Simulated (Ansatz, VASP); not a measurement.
## HgTe in VASP and in Ansatz

The input INCAR:

```
SYSTEM = HgTe
PREC = Accurate
ENCUT = 520
EDIFF = 1E-8
ISMEAR = -1
SIGMA = 0.03
LREAL = .False.
LASPH = .True.
NELM = 60
ALGO = Normal
ISIF = 2
LWAVE = .False.
LCHARG = .False.
GGA = CA
LEFG = .True.
NBANDS = 16
```

The input KPOINTS:

```
regular mesh
0
Gamma
  11 11 11
  0 0 0
```

File POSCAR:

```
HgTe
1.0
    0.0000000000      3.1912650000      3.2235000000
    3.1912650000      0.0000000000      3.2235000000
    3.1912650000      3.1912650000      0.0000000000
Hg Te
1 1
Direct
    0.0000000000      0.0000000000      0.0000000000
    0.7500000000      0.7500000000      0.7500000000
```

Input for Ansatz:

```yaml
crystal:
  lattice:
    - [0.0, 3.191265, 3.2235]
    - [3.191265, 0.0, 3.2235]
    - [3.191265, 3.191265, 0.0]
  atoms:
    - { symbol: Hg, position: [0.0, 0.0, 0.0] }
    - { symbol: Te, position: [0.75, 0.75, 0.75] }
kpoints:
  mp_grid: { grid: [11, 11, 11] }
scf:
  occupations: { method: fermi_dirac, width: 0.03 }
hamiltonian:
  xc: lda
  pseudopotentials: { kind: paw }
output:
  forces: true
  stress: true
  eigenvalues: true
  efg: { contact_densities: true }
```

Change from the starting cell: equal xx and yy strain of -1 %, PAW files.

Alike in both runs: task electric field gradients; functional LDA; k mesh 11 × 11 × 11; occupations fermi-dirac, width 0.03 eV; no spin polarisation.

```csv
,VASP,Ansatz
version,VASP 6.6.1,Ansatz 0.2.0
potentials or method,"VASP PAW LDA potentials, release 64 (Hg, Te)","PAW with Ansatz's default frozen-core files, scalar-relativistic"
plane-wave cutoff (eV),520,420
valence electrons in the cell,18,36
```

```tsv
	VASP	Ansatz	Ansatz less VASP
pressure (GPa)	1.0	0.7	-0.29
traceless stress, the component that is largest in VASP (GPa)	-0.11	-0.11	-0.001
size of Vzz on the site where it differs most (V/Å²)	6.6	5.4	-1.22
```

LDA's correlation is that of Perdew and Zunger in VASP and of Perdew and Wang (1992) in Ansatz. VASP's potentials hold 18 valence electrons a cell and Ansatz's 36, so a difference there can come from the potentials and not from the codes.

Neither program's run includes spin-orbit coupling.
